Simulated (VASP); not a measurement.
# CdS (Pmmn) in VASP: notebook

CdS is run at these levels: PBEsol, r2SCAN; tasks: single point.

Everything below comes from runs of VASP 6.6.1. Logs are shortened: lines on timing, memory, paths and dates and some standing lists are left out, and cuts for length are marked.

## Step 1: The cell of the first run

The structure is orthorhombic, space group Pmmn (No. 59). Conventional cell: a = 3.898 Å, b = 5.511 Å, c = 3.898 Å, α = 90.00°, β = 90.00°, γ = 90.00°. Within 3.6 Å of Cd (site symmetry mm2) lie 6 S at 2.75 to 2.76 Å. Within 3.6 Å of S (site symmetry mm2) lie 6 Cd at 2.75 to 2.76 Å.

## Step 2: Single point, PBEsol

The input, INCAR:

```
SYSTEM = CdS
PREC = Accurate
ENCUT = 500
EDIFF = 1E-6
ISMEAR = -1
SIGMA = 0.1
LREAL = .FALSE.
LASPH = .TRUE.
NELM = 120
ALGO = Normal
ISIF = 2
LWAVE = .FALSE.
LCHARG = .FALSE.
GGA = PS
NBANDS = 26
GGA_COMPAT = .FALSE.
```

The input, KPOINTS:

```
Automatic mesh
0
G
  4 4 4
  0 0 0
```

The input, POSCAR:

```
CdS
1.0
    3.8984400000      0.0000000000      0.0000000000
    0.0000000000      5.5114900000      0.0000000000
    0.0000000000      0.0000000000      3.8981000000
Cd S
2 2
Direct
    0.5000000000      0.5000000000      0.2430300000
    0.0000000000      0.0000000000      0.7569700000
    0.5000000000      0.0000000000      0.2551600000
    0.0000000000      0.5000000000      0.7448400000
```

Potentials or basis: VASP PAW PBE potentials, release 64 (Cd, S).

The run is started by

```
$ cat potpaw_PBE.64/Cd/POTCAR potpaw_PBE.64/S/POTCAR > POTCAR
$ mpirun -np 1 vasp_std > vasp.out
```

OUTCAR:

```text
SYSTEM = CdS
   PREC = Accurate
   ENCUT = 500
   EDIFF = 1E-6
   ISMEAR = -1
   LREAL = .FALSE.
   LASPH = .TRUE.
   NELM = 120
   ISIF = 2
   GGA = PS

 ion  position               nearest neighbor table
   1  0.500  0.500  0.243-   4 2.75   4 2.75   3 2.76   3 2.76   4 2.76   4 2.76
   2  0.000  0.000  0.757-   3 2.75   3 2.75   4 2.76   4 2.76   3 2.76   3 2.76
   3  0.500  0.000  0.255-   2 2.75   2 2.75   1 2.76   1 2.76   2 2.76   2 2.76
   4  0.000  0.500  0.745-   1 2.75   1 2.75   2 2.76   2 2.76   1 2.76   1 2.76

  LATTYP: Found a simple orthorhombic cell.
 ALAT       =     3.8981000000
 B/A-ratio  =     1.0000872220
 C/A-ratio  =     1.4138913830

  Lattice vectors:

 A1 = (   0.0000000000,   0.0000000000,   3.8981000000)
 A2 = (   3.8984400000,   0.0000000000,   0.0000000000)
 A3 = (   0.0000000000,   5.5114900000,   0.0000000000)

Analysis of symmetry for initial positions (statically):
=====================================================================
 Subroutine PRICEL returns:
 Original cell was already a primitive cell.

 Routine SETGRP: Setting up the symmetry group for a
 simple orthorhombic supercell.

 Subroutine GETGRP returns: Found  8 space group operations
 (whereof  4 operations were pure point group operations)
 out of a pool of  8 trial point group operations.

The static configuration has the point symmetry C_2v.
 The point group associated with its full space group is D_2h.

Analysis of symmetry for dynamics (positions and initial velocities):
=====================================================================
 Subroutine PRICEL returns:
 Original cell was already a primitive cell.

 Routine SETGRP: Setting up the symmetry group for a
 simple orthorhombic supercell.

 Subroutine GETGRP returns: Found  8 space group operations
 (whereof  4 operations were pure point group operations)
 out of a pool of  8 trial point group operations.

The dynamic configuration has the point symmetry C_2v.
 The point group associated with its full space group is D_2h.

 Subroutine INISYM returns: Found  8 space group operations
 (whereof  4 operations are pure point group operations),
 and found     1 'primitive' translations

----------------------------------------------------------------------------------------

                                     Primitive cell

  volume of cell :      83.7554

  direct lattice vectors                    reciprocal lattice vectors
     3.898440000  0.000000000  0.000000000     0.256512862  0.000000000  0.000000000
     0.000000000  5.511490000  0.000000000     0.000000000  0.181439139  0.000000000
     0.000000000  0.000000000  3.898100000     0.000000000  0.000000000  0.256535235

  length of vectors
     3.898440000  5.511490000  3.898100000     0.256512862  0.181439139  0.256535235

  position of ions in fractional coordinates (direct lattice)
     0.500000000  0.500000000  0.243030000
     0.000000000  0.000000000  0.756970000
     0.500000000  0.000000000  0.255160000
     0.000000000  0.500000000  0.744840000

  ion indices of the primitive-cell ions
   primitive index   ion index
                 1           1
                 2           2
                 3           3
                 4           4

----------------------------------------------------------------------------------------

 KPOINTS: Automatic mesh

Automatic generation of k-mesh.
 Grid dimensions read from file:
 generate k-points for:    4    4    4

 Generating k-lattice:

  Cartesian coordinates                     Fractional coordinates (reciprocal lattice)
     0.064128215  0.000000000  0.000000000     0.250000000  0.000000000  0.000000000
     0.000000000  0.045359785  0.000000000     0.000000000  0.250000000  0.000000000
     0.000000000  0.000000000  0.064133809     0.000000000  0.000000000  0.250000000

  Length of vectors
     0.064128215  0.045359785  0.064133809

  Shift w.r.t. Gamma in fractional coordinates (k-lattice)
     0.000000000  0.000000000  0.000000000

 Subroutine IBZKPT returns following result:
 ===========================================

 Found     27 irreducible k-points:

 Following reciprocal coordinates:
            Coordinates               Weight
  0.000000  0.000000  0.000000      1.000000
  0.250000  0.000000  0.000000      2.000000
  0.500000  0.000000  0.000000      1.000000
  0.000000  0.250000  0.000000      2.000000
  0.250000  0.250000  0.000000      4.000000
  0.500000  0.250000  0.000000      2.000000
[... 16 lines left out ...]
  0.250000  0.250000  0.500000      4.000000
  0.500000  0.250000  0.500000      2.000000
 [... further k-points ...]
   k-points           NKPTS =     27   k-points in BZ     NKDIM =     27   number of bands    NBANDS=     26
   number of dos      NEDOS =    301   number of ions     NIONS =      4
   total plane-waves  NPLWV =  31360
   dimension x,y,z NGX =    28 NGY =   40 NGZ =   28
   dimension x,y,z NGXF=    56 NGYF=   80 NGZF=   56
   ions per type =               2   2
   NGX,Y,Z   is equivalent  to a cutoff of  11.94, 12.07, 11.94 a.u.
   NGXF,Y,Z  is equivalent  to a cutoff of  23.88, 24.13, 23.88 a.u.
 SYSTEM =  CdS
   PREC   = accura    normal or accurate (medium, high low for compatibility)
   ISTART =      0    job   : 0-new  1-cont  2-samecut
   ICHARG =      2    charge: 1-file 2-atom 10-const
   ISPIN  =      1    spin polarized calculation?
   LNONCOLLINEAR =      F non collinear calculations
   LSORBIT =      F    spin-orbit coupling
   LASPH  =      T    aspherical Exc in radial PAW
   ENCUT  =  500.0 eV  36.75 Ry    6.06 a.u.   7.11 10.05  7.11*2*pi/ulx,y,z
   NELM   =    120;   NELMIN=  2; NELMDL= -5     # of ELM steps
   EDIFF  = 0.1E-05   stopping-criterion for ELM
   LREAL  =      F    real-space projection
   EDIFFG = 0.1E-04   stopping-criterion for IOM
   NSW    =      0    number of steps for IOM
   IBRION =     -1    ionic relax: 0-MD 1-quasi-New 2-CG
   NFREE  =      0    steps in history (QN), initial steepest desc. (CG)
   ISIF   =      2    stress and relaxation
   ISYM   =      2    0-nonsym 1-usesym 2-fastsym
   POTIM  = 0.5000    time-step for ionic-motion
   TEBEG  =    0.0;   TEEND  =   0.0 temperature during run
   PSTRESS=    0.0 pullay stress
   NELECT =      36.0000    total number of electrons
   NUPDOWN=      -1.0000    fix difference up-down
   EMIN   =  10.00;   EMAX   =-10.00  energy-range for DOS
   EFERMI =   0.00;   METHOD = LEGACY
   ISMEAR =    -1;   SIGMA  =   0.10  broadening in eV -4-tet -1-fermi 0-gaus
   EFERMI_NEDOS =   21; number of points for ismear=-14 and -15
   IALGO  =     38    algorithm
   IMIX   =      4    mixing-type and parameters
     AMIX     =   0.40;   BMIX     =  1.00
     AMIX_MAG =   1.60;   BMIX_MAG =  1.00
  volume/ion in A,a.u.               =      20.94       141.30
  Fermi-wavevector in a.u.,A,eV,Ry     =   1.235487  2.334731 20.768303  1.526427
  Thomas-Fermi vector in A             =   2.370134
   LORBIT       =      0    0 simple, 1 ext, 2 COOP (PROOUT), +10 PAW based schemes
   GGA     = PS    functional components
   LHFCALC =     F    Hartree Fock is set to
   AEXX    =    0.0000 exact exchange contribution
   IVDW    =     0    specifies the selected vdW correction
   LEPSILON=     F    determine dielectric tensor
   LRPA    =     F    only Hartree local field effects (RPA)
 non-spin polarized calculation
  energy-cutoff  :      500.00
  volume of cell :       83.76
 maximum number of plane-waves:      2156
   NGX = 15   NGY = 21   NGZ = 15

 number of electron      36.0000005 magnetization

 Free energy of the ion-electron system (eV)
  ---------------------------------------------------
  ext. energy  EPLUGINS =         0.00000000
  ---------------------------------------------------
  free energy    TOTEN  =       -13.18992142 eV

  energy without entropy =      -13.16141266  energy(sigma->0) =      -13.17566704

 E-fermi :   2.7787     XC(G=0): -10.4912

 val. band max:        2.7233606491   @ k =   0.0000   0.0000   0.0000
 cond. band min:       3.2743845495   @ k =   0.0000   0.0000   0.0000
 fundamental gap:      0.5510239004
 Fermi energy:         2.7787252756

 k-point     1 :       0.0000    0.0000    0.0000
  band No.  band energies     occupation
      1     -10.0840      2.00000
      2      -9.2000      2.00000
      3      -5.1047      2.00000
      4      -4.9546      2.00000
      5      -4.9539      2.00000
      6      -4.9525      2.00000
[... 18 lines left out ...]
     25      12.1980      0.00000
     26      13.5575      0.00000

 k-point     2 :       0.2500    0.0000    0.0000
  band No.  band energies     occupation
      1      -9.7571      2.00000
      2      -9.0756      2.00000
      3      -5.0802      2.00000
      4      -5.0605      2.00000
      5      -5.0440      2.00000
      6      -5.0144      2.00000
[... 18 lines left out ...]
     25      11.0502      0.00000
     26      11.2383      0.00000

 k-point     3 :       0.5000    0.0000    0.0000
  band No.  band energies     occupation
      1      -9.1576      2.00000
      2      -9.1576      2.00000
      3      -5.1873      2.00000
      4      -5.1873      2.00000
      5      -5.1341      2.00000
      6      -5.1341      2.00000
[... 18 lines left out ...]
     25       9.7358      0.00000
     26       9.7358      0.00000

 k-point     4 :       0.0000    0.2500    0.0000
  band No.  band energies     occupation
      1      -9.9167      2.00000
      2      -9.2692      2.00000
      3      -5.0826      2.00000
      4      -5.0476      2.00000
      5      -4.9749      2.00000
      6      -4.9387      2.00000
[... 18 lines left out ...]
     25      11.4431      0.00000
     26      11.4793      0.00000
[... 496 lines left out ...]
      1      -9.0869      2.00000
      2      -9.0619      2.00000
      3      -5.2189      2.00000
      4      -5.2149      2.00000
      5      -5.1876      2.00000
      6      -5.1746      2.00000
[... 18 lines left out ...]
     25      10.0142      0.00000
     26      10.2047      0.00000

 k-point    23 :       0.2500    0.2500    0.5000
  band No.  band energies     occupation
      1      -9.1115      2.00000
      2      -9.0942      2.00000
      3      -5.0658      2.00000
      4      -5.0587      2.00000
      5      -5.0533      2.00000
      6      -5.0523      2.00000
[... 18 lines left out ...]
     25      10.6256      0.00000
     26      10.6347      0.00000

 k-point    24 :       0.5000    0.2500    0.5000
  band No.  band energies     occupation
      1      -9.1304      2.00000
      2      -9.1304      2.00000
      3      -5.0667      2.00000
      4      -5.0667      2.00000
      5      -4.9547      2.00000
      6      -4.9547      2.00000
[... 18 lines left out ...]
     25      11.4934      0.00000
     26      11.4934      0.00000

 [... further k-points ...]
[... 5 lines left out ...]
  --------------------------------------------------------------------------------------
  -------------------------------------------------------------------------------------
  Total       -2.0102095     -2.3250199     -2.0139866      0.0000000      0.0000000      0.0000000
  in kB      -38.4537820    -44.4758640    -38.5260339      0.0000000      0.0000000      0.0000000
  external PRESSURE =     -40.4852266 kB  Pullay stress =       0.0000000 kB

 VOLUME and BASIS-vectors are now :
 -----------------------------------------------------------------------------
  energy-cutoff  :      500.00
  volume of cell :       83.76
      direct lattice vectors                 reciprocal lattice vectors
     3.898440000  0.000000000  0.000000000     0.256512862  0.000000000  0.000000000
     0.000000000  5.511490000  0.000000000     0.000000000  0.181439139  0.000000000
     0.000000000  0.000000000  3.898100000     0.000000000  0.000000000  0.256535235

 POSITION                                       TOTAL-FORCE (eV/Angst)
 -----------------------------------------------------------------------------------
      1.94922      2.75575      0.94736         0.000000      0.000000      0.020580
      0.00000      0.00000      2.95074         0.000000      0.000000     -0.020580
      1.94922      0.00000      0.99464         0.000000      0.000000     -0.028267
      0.00000      2.75575      2.90346         0.000000      0.000000      0.028267
 -----------------------------------------------------------------------------------
    total drift:                                0.000000      0.000000      0.000000

  FREE ENERGIE OF THE ION-ELECTRON SYSTEM (eV)
  ---------------------------------------------------
  free  energy   TOTEN  =       -13.1899214217 eV

  energy  without entropy=      -13.1614126582  energy(sigma->0) =      -13.17566704
```

It took 47 s on 1 thread of Intel Xeon Platinum 8488C (Sapphire Rapids), shared host; peak memory 0.19 GiB.

Results:

* Free energy: -13.1899 eV
* Pressure: -4.0 GPa
* Largest force: 0.028 eV/Å

Forces on the atoms (eV/Å):
```
Cd   0.000  0.000  0.021
Cd   0.000  0.000 -0.021
S    0.000  0.000 -0.028
S    0.000  0.000  0.028
```

Stress tensor (GPa, compression positive):
```
-3.85  0.00  0.00
 0.00 -4.45  0.00
 0.00  0.00 -3.85
```

Caveat: the k points lie up to 0.40 Å⁻¹ apart; the PAW data sets were made with another functional, which shifts forces and pressure a little.

## Step 3: Single point, r2SCAN

POSCAR is that of step 2.

The input, INCAR.step1:

```
PREC = Accurate ; ENCUT = 550
ISMEAR = -1 ; SIGMA = 0.1
LREAL = F ; LASPH = T
NELM = 120 ; NBANDS = 26
GGA = PE ; ALGO = Normal
EDIFF = 1E-5 ; LWAVE = T
LCHARG = F ; GGA_COMPAT = F
```

The input, INCAR.step2:

```
PREC = Accurate ; ENCUT = 550
EDIFF = 1E-6 ; ISMEAR = -1
SIGMA = 0.1 ; LREAL = F
LASPH = T ; NELM = 120
ALGO = Normal ; ISIF = 2
LWAVE = F ; LCHARG = F
METAGGA = R2SCAN ; LMIXTAU = T
NBANDS = 26 ; ISTART = 1
GGA_COMPAT = F
```

The input, KPOINTS:

```
Automatic mesh
0
Gamma
  4 4 4
```

Potentials or basis: VASP PAW PBE potentials, release 64 (Cd, S).

The run is started by

```
$ cat potpaw_PBE.64/Cd/POTCAR potpaw_PBE.64/S/POTCAR > POTCAR
$ cp INCAR.step1 INCAR
$ mpirun -np 1 vasp_std > vasp.out
$ cp INCAR.step2 INCAR
$ mpirun -np 1 vasp_std > vasp.out
```

Run time: 3.1 min. Hardware: 1 thread of Intel Xeon Platinum 8488C (Sapphire Rapids), shared host; peak memory 0.22 GiB.

Results (log left out):

| Item | Value |
| --- | --- |
| Free energy | -58.9935 eV |
| Pressure | -2.0 GPa |
| Largest force | 0.031 eV/Å |
| Band gap on the k mesh | 0.73 eV |

Forces in eV/Å, atoms in the order of the input:
```
Cd   0.000  0.000  0.023
Cd   0.000  0.000 -0.023
S    0.000  0.000 -0.031
S    0.000  0.000  0.031
```

Stress tensor (GPa, compression positive):
```
-1.77  0.00  0.00
 0.00 -2.36  0.00
 0.00  0.00 -1.78
```

Levels at points of the mesh, in eV from the valence-band top:
```csv
k point,band 14,band 15,band 16,band 17,band 18,band 19,band 20,band 21,band 22,band 23
"(0.00, 0.00, 0.00)",-2.07,-2.06,-0.69,-0.69,-0.69,0.73,1.43,6.46,9.69,9.71
"(0.50, 0.00, 0.00)",-3.79,-2.25,-2.25,-0.13,-0.13,4.93,4.93,5.96,5.96,7.36
"(0.00, 0.50, 0.00)",-2.57,-1.34,-1.34,-1.34,-1.34,3.48,3.48,7.18,7.18,7.43
"(0.50, 0.50, 0.00)",-4.76,0.00,0.00,0.00,0.00,4.07,4.07,6.47,6.47,6.48
"(0.00, 0.00, 0.50)",-3.72,-2.25,-2.25,-0.14,-0.12,4.92,4.94,5.96,5.97,7.30
"(0.50, 0.00, 0.50)",-4.13,-2.07,-2.07,-2.06,-2.06,0.73,0.73,6.45,6.45,10.55
"(0.00, 0.50, 0.50)",-4.76,0.00,0.00,0.00,0.00,4.07,4.07,6.47,6.47,6.47
"(0.50, 0.50, 0.50)",-3.13,-3.12,-3.12,-2.70,-2.70,3.76,3.76,7.35,7.35,8.20
```

Caveat: the PAW data sets were made with another functional, which shifts forces and pressure a little. A k mesh can miss the band edges.
